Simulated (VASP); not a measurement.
A run of VASP 6.6.1:

POSCAR

```
W
1.0
   -1.5843850200      1.5843850200      1.5843850200
    1.5843850200     -1.5843850200      1.5843850200
    1.5843850200      1.5843850200     -1.5843850200
W
1
Direct
    0.0000000000      0.0000000000      0.0000000000
```

File INCAR.step1:

```
SYSTEM = W
PREC = Accurate
ENCUT = 520
ISMEAR = -1
SIGMA = 0.1
LREAL = .FALSE.
LASPH = .TRUE.
NELM = 60
NBANDS = 13
GGA = PE
ALGO = Normal
EDIFF = 1E-4
LWAVE = .TRUE.
LCHARG = .FALSE.
```

The input INCAR.step2:

```
SYSTEM = W
PREC = Accurate
ENCUT = 520
EDIFF = 1E-6
ISMEAR = -1
SIGMA = 0.1
LREAL = .FALSE.
LASPH = .TRUE.
NELM = 60
ALGO = Normal
ISIF = 2
LWAVE = .FALSE.
LCHARG = .FALSE.
METAGGA = R2SCAN
LMIXTAU = .TRUE.
NBANDS = 13
ISTART = 1
```

KPOINTS

```
regular mesh
0
G
  15 15 15
  0 0 0
```

Potentials or basis: VASP PAW PBE potentials, release 64 (W_sv).

The run is started by

```console
$ cat potpaw_PBE.64/W_sv/POTCAR > POTCAR
$ cp INCAR.step1 INCAR
$ mpirun -np 1 vasp_std > vasp.out
$ cp INCAR.step2 INCAR
$ mpirun -np 1 vasp_std > vasp.out
```

Hardware: 1 thread of Intel Xeon 6975P-C, with other jobs on the host.

Task: How long does it take, and how much memory?

Result: Wall time 45 s on 1 thread of Intel Xeon 6975P-C, on a shared host, peak memory 0.15 GiB. Counts: k points 120.
